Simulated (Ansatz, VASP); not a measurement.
# Two plane-wave programs on Zn3Bi2

```xyz
5
Lattice="3.6535 2.1093 3.6023 -3.6535 2.1093 3.6023 0.0000 -4.2187 3.6023" Properties=species:S:1:pos:R:3 pbc="T T T"
Zn   -1.8267    1.0547    1.8011
Zn    0.0000   -2.1093    1.8011
Zn    1.8267    1.0547    1.8011
Bi    0.0000    0.0000    7.3561
Bi    0.0000    0.0000    3.4507
```

Change from the starting cell: species swapped into the Br2Cl3 type (R-3m, No. 166).

Alike in both runs: functional PBE; k mesh 3 × 3 × 3; occupations gaussian, width 0.1 eV; no spin polarisation.

Ansatz relaxed the structure, and its values are those at the end. VASP's run is a single point on that final structure, the one shown.

|  | VASP | Ansatz |
| --- | --- | --- |
| version | VASP 6.6.1 | Ansatz 0.2.0 |
| potentials or method | VASP PAW PBE potentials, release 64 (Zn, Bi_d), cutoff 520 eV | scalar-relativistic, plane waves, PAW |
| valence electrons in the cell | 66 | 66 |

```tsv
	VASP	Ansatz	Ansatz less VASP
gap on the k mesh at the Fermi level (eV)	0.80	0.81	+0.012
least direct gap on the mesh (eV)	1.28	1.29	+0.015
pressure (GPa)	0.0	0.0	-0.02
rms of the force components (eV/Å)	0.002	0.005	+0.0027
```

Neither program's run includes spin-orbit coupling.
